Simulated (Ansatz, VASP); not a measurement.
**KI: VASP beside Ansatz**

```
K I
1.0
     4.29120    0.00000    0.00000
     0.00000    4.29120    0.00000
     0.00000    0.00000    4.29120
K I
1 1
Cartesian
  0.0000 0.0000 0.0000
  2.1456 2.1456 2.1456
```

Alike in both runs: task single point; functional PBEsol; k mesh 6 × 6 × 6; no spin polarisation.

```csv
,VASP,Ansatz
version,VASP 6.6.1,Ansatz 0.2.0
potentials or method,"VASP PAW PBE potentials, release 64 (K_sv, I), cutoff 520 eV","plane waves, PAW"
occupations,"gaussian, width 0.01 eV",fixed
valence electrons in the cell,16,26
```

|  | VASP | Ansatz | Ansatz less VASP |
| --- | --- | --- | --- |
| pressure (GPa) | -0.5 | -0.6 | -0.04 |

VASP's potentials were made for PBE, not for PBEsol. VASP's potentials hold 16 valence electrons a cell and Ansatz's 26, so a difference there can come from the potentials and not from the codes.

Spin-orbit coupling is off throughout.
